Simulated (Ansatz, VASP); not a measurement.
# Two plane-wave programs on TiSi16

```
Si Ti
1.0
     0.00000    5.43000    5.43000
     5.43000    0.00000    5.43000
     5.43000    5.43000    0.00000
Si Ti
16 1
Direct
  0.00427 0.00390 0.00383
  0.12495 0.12500 0.12512
  0.00400 0.00395 0.48805
  0.12902 0.12821 0.62143
  0.00406 0.48798 0.00392
  0.12904 0.62151 0.12797
  0.99612 0.50118 0.50096
  0.12883 0.62116 0.62122
  0.48802 0.00390 0.00383
  0.62192 0.12822 0.12795
  0.50190 0.99532 0.50092
  0.62136 0.12822 0.62145
  0.50192 0.50116 0.99504
  0.62150 0.62152 0.12797
  0.50177 0.50118 0.50096
  0.62548 0.62468 0.62441
  0.87525 0.87482 0.87470
```

Alike in both runs: functional PBE; k mesh 2 × 2 × 2; occupations fermi-dirac, width 0.05 eV; no spin polarisation.

Ansatz relaxed the structure, and its values are those at the end. VASP's run is a single point on that final structure, the one shown.

|  | VASP | Ansatz |
| --- | --- | --- |
| version | VASP 6.6.1 | Ansatz 0.2.0 |
| potentials or method | VASP PAW PBE potentials, release 64 (Si, Ti_sv), cutoff 520 eV | scalar-relativistic, plane waves, PAW |
| valence electrons in the cell | 76 | 76 |

Ansatz gave:

```
rms of the force components (eV/Å) : 0.009
```

Problem. What did VASP give for the same quantities?

Solution. rms of the force components (eV/Å): 0.008.

The k mesh is coarse, so the values compare programs but aren't converged.
